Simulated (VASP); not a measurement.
# CuO (C2/c) in VASP: single point with PBE+U

Aim: the single point of CuO with PBE+U.

Program: VASP 6.6.1. These are calculated values, not measurements. Logs are shortened: lines on timing, memory, paths and dates and some standing lists are left out, and cuts for length are marked.

**1. The cell of the first run**

The structure is monoclinic, space group C2/c (No. 15). Conventional cell: a = 4.653 Å, b = 3.410 Å, c = 5.108 Å, α = 90.00°, β = 99.48°, γ = 90.00°. Within 2.6 Å of Cu (site symmetry -1) lie 4 O at 1.95 Å. O (site symmetry 2) has 4 Cu at 1.95 Å within 2.6 Å.

**2. Single point, PBE+U, collinear spin, ferromagnetic start**

File INCAR:

```
SYSTEM = CuO
PREC = Accurate
ENCUT = 520
EDIFF = 1E-6
ISMEAR = 0
SIGMA = 0.1
LREAL = .False.
LASPH = .True.
NELM = 150
ALGO = Normal
ISIF = 2
LWAVE = .False.
LCHARG = .True.
ISPIN = 2
MAGMOM = 1 1 0 0
LORBIT = 11
LMAXMIX = 4
LDAU = .True.
LDAUTYPE = 2
LDAUL = 2 -1
LDAUU = 4 0
LDAUJ = 0 0
LDAUPRINT = 1
GGA = PE
LELF = .True.
LVHAR = .True.
NBANDS = 29
```

File KPOINTS:

```
regular mesh
0
Gamma
  8 8 5
  0 0 0
```

File POSCAR:

```
CuO
1.0
    2.3265000000     -1.7050000000      0.0000000000
    2.3265000000      1.7050000000      0.0000000000
   -0.8413000000      0.0000000000      5.0382400000
Cu O
2 2
Direct
    0.0000000000      0.5000000000      0.0000000000
    0.5000000000      0.0000000000      0.5000000000
    0.5840000000      0.4160000000      0.2500000000
    0.4160000000      0.5840000000      0.7500000000
```

Potentials or basis: VASP PAW PBE potentials, release 64 (Cu, O).

On the command line:

```sh
cat potpaw_PBE.64/Cu/POTCAR potpaw_PBE.64/O/POTCAR > POTCAR
mpirun -np 1 vasp_std > vasp.out
```

OUTCAR:

```text
SYSTEM = CuO
   PREC = Accurate
   ENCUT = 520
   EDIFF = 1E-6
   ISMEAR = 0
   LREAL = .False.
   LASPH = .True.
   NELM = 150
   ISIF = 2
   ISPIN = 2
   LORBIT = 11
   GGA = PE

 ion  position               nearest neighbor table
   1  0.000  0.500  0.000-   3 1.95   4 1.95   4 1.95   3 1.95
   2  0.500  0.000  0.500-   4 1.95   3 1.95   4 1.95   3 1.95
   3  0.584  0.416  0.250-   2 1.95   1 1.95   2 1.95   1 1.95
   4  0.416  0.584  0.750-   1 1.95   2 1.95   2 1.95   1 1.95

  LATTYP: Found a base centered monoclinic cell.
 ALAT       =     4.6530000000
 B/A-ratio  =     0.7328605201
 C/A-ratio  =     1.0977860375
 COS(beta)  =    -0.1647024781

  Lattice vectors:

 A1 = (   2.3265000000,  -1.7050000000,   0.0000000000)
 A2 = (   2.3265000000,   1.7050000000,   0.0000000000)
 A3 = (  -0.8413000000,   0.0000000000,   5.0382400000)

Analysis of symmetry for initial positions (statically):
=====================================================================
 Subroutine PRICEL returns:
 Original cell was already a primitive cell.

 Routine SETGRP: Setting up the symmetry group for a
 base centered monoclinic supercell.

 Subroutine GETGRP returns: Found  4 space group operations
 (whereof  2 operations were pure point group operations)
 out of a pool of  4 trial point group operations.

The static configuration has the point symmetry S_2 .
 The point group associated with its full space group is C_2h.

Analysis of symmetry for dynamics (positions and initial velocities):
=====================================================================
 Subroutine PRICEL returns:
 Original cell was already a primitive cell.

 Routine SETGRP: Setting up the symmetry group for a
 base centered monoclinic supercell.

 Subroutine GETGRP returns: Found  4 space group operations
 (whereof  2 operations were pure point group operations)
 out of a pool of  4 trial point group operations.

The dynamic configuration has the point symmetry S_2 .
 The point group associated with its full space group is C_2h.

Analysis of structural, dynamic, and magnetic symmetry:
=====================================================================
 Subroutine PRICEL returns:
 Original cell was already a primitive cell.

 Routine SETGRP: Setting up the symmetry group for a
 base centered monoclinic supercell.

 Subroutine GETGRP returns: Found  4 space group operations
 (whereof  2 operations were pure point group operations)
 out of a pool of  4 trial point group operations.

The overall configuration has the point symmetry S_2 .
 The point group associated with its full space group is C_2h.

 Subroutine INISYM returns: Found  4 space group operations
 (whereof  2 operations are pure point group operations),
 and found     1 'primitive' translations

----------------------------------------------------------------------------------------

                                     Primitive cell

  volume of cell :      39.9702

  direct lattice vectors                    reciprocal lattice vectors
     2.326500000 -1.705000000  0.000000000     0.214915109 -0.293255132  0.035887151
     2.326500000  1.705000000  0.000000000     0.214915109  0.293255132  0.035887151
    -0.841300000  0.000000000  5.038240000     0.000000000  0.000000000  0.198482010

  length of vectors
     2.884376406  2.884376406  5.107998433     0.365342256  0.365342256  0.198482010

  position of ions in fractional coordinates (direct lattice)
     0.000000000  0.500000000  0.000000000
     0.500000000  0.000000000  0.500000000
     0.584000000  0.416000000  0.250000000
     0.416000000  0.584000000  0.750000000

  ion indices of the primitive-cell ions
   primitive index   ion index
                 1           1
                 2           2
                 3           3
                 4           4

----------------------------------------------------------------------------------------

 KPOINTS: regular mesh

Automatic generation of k-mesh.
 Grid dimensions read from file:
 generate k-points for:    8    8    5

 Generating k-lattice:

[... 80 lines left out ...]
     AMIX     =   0.40;   BMIX     =  1.00
     AMIX_MAG =   1.60;   BMIX_MAG =  1.00
  volume/ion in A,a.u.               =       9.99        67.43
  Fermi-wavevector in a.u.,A,eV,Ry     =   1.551157  2.931261 32.736808  2.406087
  Thomas-Fermi vector in A             =   2.655717
   LORBIT       =     11    0 simple, 1 ext, 2 COOP (PROOUT), +10 PAW based schemes
 LDA+U is selected, type is set to LDAUTYPE =  2
   angular momentum for each species LDAUL =     2   -1
   U (eV)           for each species LDAUU =   4.0  0.0
   J (eV)           for each species LDAUJ =   0.0  0.0
   GGA     = PE    functional components
   LHFCALC =     F    Hartree Fock is set to
   AEXX    =    0.0000 exact exchange contribution
   IVDW    =     0    specifies the selected vdW correction
   LEPSILON=     F    determine dielectric tensor
   LRPA    =     F    only Hartree local field effects (RPA)
 spin polarized calculation
 Gauss-broadening in eV      SIGMA  =   0.10
  energy-cutoff  :      520.00
  volume of cell :       39.97
 maximum number of plane-waves:      1113
 NGX is ok and might be reduce to    24
   NGX = 11   NGY = 11   NGZ = 19

atom =   1  type =  1  l = 2

 onsite density matrix

spin component  1

  0.9648  0.0002  0.0076 -0.0065  0.0017
  0.0002  0.9909 -0.0002 -0.0248  0.0083
  0.0076 -0.0002  0.9748  0.0006 -0.0013
 -0.0065 -0.0248  0.0006  1.0065 -0.0114
  0.0017  0.0083 -0.0013 -0.0114  0.9778

spin component  2

  0.9490 -0.0402  0.0103  0.0485 -0.0168
 -0.0402  0.7944  0.0024  0.2455 -0.0827
  0.0103  0.0024  0.9699 -0.0029 -0.0006
  0.0485  0.2455 -0.0029  0.6157  0.1184
 -0.0168 -0.0827 -0.0006  0.1184  0.9260

 occupancies and eigenvectors

  o =  0.3962  v =  0.0000  0.0000  0.0000  0.0000  0.0000 -0.1170 -0.5498  0.0080  0.7836 -0.2645      0.0000  0.0000  0.0000  0.0000  0.0000  0.0000  0.0000  0.0000  0.0000  0.0000
  o =  0.9500  v =  0.0000  0.0000  0.0000  0.0000  0.0000  0.8483  0.1799 -0.4335  0.2227 -0.1025      0.0000  0.0000  0.0000  0.0000  0.0000  0.0000  0.0000  0.0000  0.0000  0.0000
  o =  0.9595  v =  0.8621  0.1607 -0.4352  0.1950 -0.0597  0.0000  0.0000  0.0000  0.0000  0.0000      0.0000  0.0000  0.0000  0.0000  0.0000  0.0000  0.0000  0.0000  0.0000  0.0000
  o =  0.9657  v =  0.0000  0.0000  0.0000  0.0000  0.0000 -0.0729 -0.1010 -0.1690 -0.3836 -0.8993      0.0000  0.0000  0.0000  0.0000  0.0000  0.0000  0.0000  0.0000  0.0000  0.0000
  o =  0.9672  v =  0.0000  0.0000  0.0000  0.0000  0.0000 -0.1580  0.7824  0.3036  0.4176 -0.3103      0.0000  0.0000  0.0000  0.0000  0.0000  0.0000  0.0000  0.0000  0.0000  0.0000
  o =  0.9729  v = -0.0420  0.6141  0.3468  0.5786  0.4075  0.0000  0.0000  0.0000  0.0000  0.0000      0.0000  0.0000  0.0000  0.0000  0.0000  0.0000  0.0000  0.0000  0.0000  0.0000
  o =  0.9740  v = -0.1363  0.4906  0.0490  0.0444 -0.8581  0.0000  0.0000  0.0000  0.0000  0.0000      0.0000  0.0000  0.0000  0.0000  0.0000  0.0000  0.0000  0.0000  0.0000  0.0000
  o =  0.9758  v =  0.0000  0.0000  0.0000  0.0000  0.0000  0.4863 -0.2071  0.8314 -0.1219 -0.1204      0.0000  0.0000  0.0000  0.0000  0.0000  0.0000  0.0000  0.0000  0.0000  0.0000
  o =  0.9794  v =  0.4784 -0.1983  0.8294 -0.1465 -0.1496  0.0000  0.0000  0.0000  0.0000  0.0000      0.0000  0.0000  0.0000  0.0000  0.0000  0.0000  0.0000  0.0000  0.0000  0.0000
  o =  1.0292  v = -0.0870 -0.5631  0.0046  0.7770 -0.2676  0.0000  0.0000  0.0000  0.0000  0.0000      0.0000  0.0000  0.0000  0.0000  0.0000  0.0000  0.0000  0.0000  0.0000  0.0000

atom =   2  type =  1  l = 2

 onsite density matrix

spin component  1

  0.9648  0.0002 -0.0076  0.0065 -0.0017
  0.0002  0.9909  0.0002  0.0248 -0.0083
 -0.0076  0.0002  0.9748  0.0006 -0.0013
  0.0065  0.0248  0.0006  1.0065 -0.0114
 -0.0017 -0.0083 -0.0013 -0.0114  0.9778

spin component  2

  0.9490 -0.0402 -0.0103 -0.0485  0.0168
 -0.0402  0.7944 -0.0024 -0.2455  0.0827
 -0.0103 -0.0024  0.9699 -0.0029 -0.0006
 -0.0485 -0.2455 -0.0029  0.6157  0.1184
  0.0168  0.0827 -0.0006  0.1184  0.9260

 occupancies and eigenvectors

  o =  0.3962  v =  0.0000  0.0000  0.0000  0.0000  0.0000  0.1170  0.5498  0.0080  0.7836 -0.2645      0.0000  0.0000  0.0000  0.0000  0.0000  0.0000  0.0000  0.0000  0.0000  0.0000
  o =  0.9500  v =  0.0000  0.0000  0.0000  0.0000  0.0000 -0.8483 -0.1799 -0.4335  0.2227 -0.1025      0.0000  0.0000  0.0000  0.0000  0.0000  0.0000  0.0000  0.0000  0.0000  0.0000
  o =  0.9595  v =  0.8621  0.1607  0.4352 -0.1950  0.0597  0.0000  0.0000  0.0000  0.0000  0.0000      0.0000  0.0000  0.0000  0.0000  0.0000  0.0000  0.0000  0.0000  0.0000  0.0000
  o =  0.9657  v =  0.0000  0.0000  0.0000  0.0000  0.0000  0.0729  0.1010 -0.1690 -0.3836 -0.8993      0.0000  0.0000  0.0000  0.0000  0.0000  0.0000  0.0000  0.0000  0.0000  0.0000
  o =  0.9672  v =  0.0000  0.0000  0.0000  0.0000  0.0000  0.1580 -0.7824  0.3036  0.4176 -0.3103      0.0000  0.0000  0.0000  0.0000  0.0000  0.0000  0.0000  0.0000  0.0000  0.0000
  o =  0.9729  v =  0.0420 -0.6141  0.3468  0.5786  0.4075  0.0000  0.0000  0.0000  0.0000  0.0000      0.0000  0.0000  0.0000  0.0000  0.0000  0.0000  0.0000  0.0000  0.0000  0.0000
  o =  0.9740  v = -0.1363  0.4906 -0.0490 -0.0444  0.8581  0.0000  0.0000  0.0000  0.0000  0.0000      0.0000  0.0000  0.0000  0.0000  0.0000  0.0000  0.0000  0.0000  0.0000  0.0000
  o =  0.9758  v =  0.0000  0.0000  0.0000  0.0000  0.0000 -0.4863  0.2071  0.8314 -0.1219 -0.1204      0.0000  0.0000  0.0000  0.0000  0.0000  0.0000  0.0000  0.0000  0.0000  0.0000
  o =  0.9794  v = -0.4784  0.1983  0.8294 -0.1465 -0.1496  0.0000  0.0000  0.0000  0.0000  0.0000      0.0000  0.0000  0.0000  0.0000  0.0000  0.0000  0.0000  0.0000  0.0000  0.0000
  o =  1.0292  v =  0.0870  0.5631  0.0046  0.7770 -0.2676  0.0000  0.0000  0.0000  0.0000  0.0000      0.0000  0.0000  0.0000  0.0000  0.0000  0.0000  0.0000  0.0000  0.0000  0.0000

 number of electron      33.9999992 magnetization       1.9921591

 Free energy of the ion-electron system (eV)
  ---------------------------------------------------
  ext. energy  EPLUGINS =         0.00000000
  ---------------------------------------------------
  free energy    TOTEN  =       -17.09539817 eV

  energy without entropy =      -17.09464783  energy(sigma->0) =      -17.09502300

 E-fermi :   5.6269     XC(G=0): -11.9471

 val. band max:        5.5420521187   @ k =   0.5000   0.3750   0.0000
 cond. band min:       5.6572064538   @ k =  -0.3750   0.3750   0.0000
 fundamental gap:      0.1151543351
 Fermi energy:         5.6269064791

 spin component 1

 k-point     1 :       0.0000    0.0000    0.0000
  band No.  band energies     occupation
      1     -14.1416      1.00000
      2     -12.7540      1.00000
      3      -2.7869      1.00000
      4      -1.6080      1.00000
      5      -1.2051      1.00000
      6       0.5057      1.00000
[... 1529 lines left out ...]
     28      25.8373      0.00000
     29      27.3630      0.00000

 [... further k-points ...]
[... 5 lines left out ...]
  --------------------------------------------------------------------------------------
  -------------------------------------------------------------------------------------
  Total        1.7575055      1.7943983      1.9116963      0.0000000      0.0000000     -0.0757564
  in kB       70.4483761     71.9271986     76.6290054      0.0000000      0.0000000     -3.0366412
  external PRESSURE =      73.0015267 kB  Pullay stress =       0.0000000 kB

 VOLUME and BASIS-vectors are now :
 -----------------------------------------------------------------------------
  energy-cutoff  :      520.00
  volume of cell :       39.97
      direct lattice vectors                 reciprocal lattice vectors
     2.326500000 -1.705000000  0.000000000     0.214915109 -0.293255132  0.035887151
     2.326500000  1.705000000  0.000000000     0.214915109  0.293255132  0.035887151
    -0.841300000  0.000000000  5.038240000     0.000000000  0.000000000  0.198482010

 POSITION                                       TOTAL-FORCE (eV/Angst)
 -----------------------------------------------------------------------------------
      1.16325      0.85250      0.00000        -0.000000      0.000000     -0.000000
      0.74260     -0.85250      2.51912        -0.000000     -0.000000     -0.000000
      2.11617     -0.28644      1.25956         0.000000      0.062760      0.000000
      1.69552      0.28644      3.77868        -0.000000     -0.062760     -0.000000
 -----------------------------------------------------------------------------------
    total drift:                               -0.000000     -0.000000     -0.000000

  FREE ENERGIE OF THE ION-ELECTRON SYSTEM (eV)
  ---------------------------------------------------
  free  energy   TOTEN  =       -17.0953981743 eV

  energy  without entropy=      -17.0946478264  energy(sigma->0) =      -17.09502300

 total charge

# of ion       s       p       d       tot
------------------------------------------
    1        0.382   0.400   9.149   9.930
    2        0.382   0.400   9.149   9.930
    3        1.558   3.447   0.000   5.005
    4        1.558   3.447   0.000   5.005
--------------------------------------------------
tot          3.878   7.695  18.297  29.870

 magnetization (x)

# of ion       s       p       d       tot
------------------------------------------
    1       -0.003   0.003   0.660   0.660
    2       -0.003   0.003   0.660   0.660
    3        0.020   0.277   0.000   0.296
    4        0.020   0.277   0.000   0.296
--------------------------------------------------
tot          0.033   0.559   1.320   1.913
```

It took 3.4 min on 1 thread of Intel Xeon Platinum 8375C at 2.90GHz (Ice Lake), shared host; peak memory 0.28 GiB.

What came out:

```
Free energy                                           : -17.0954 eV
Pressure                                              : 7.3 GPa
Largest force                                         : 0.063 eV/Å
Band gap on the k mesh                                : zero (filled and empty bands overlap)
Net moment                                            : 1.99 μB per cell
Site moments                                          : Cu +0.66; O +0.30 μB
Valence electrons inside the program's atomic spheres : Cu 9.93; O 5.00
```

Forces in eV/Å, atoms in the order of the input:
```
Cu   0.000  0.000  0.000
Cu   0.000  0.000  0.000
O    0.000  0.063  0.000
O    0.000 -0.063  0.000
```

Eigenvalues of the final occupation matrices:
| site | spin | trace | eigenvalues |
| --- | --- | --- | --- |
| site 1 d | 1 | 4.91 | 0.96 0.97 0.97 0.98 1.03 |
| site 1 d | 2 | 4.25 | 0.40 0.95 0.97 0.97 0.98 |
| site 2 d | 1 | 4.91 | 0.96 0.97 0.97 0.98 1.03 |
| site 2 d | 2 | 4.25 | 0.40 0.95 0.97 0.97 0.98 |
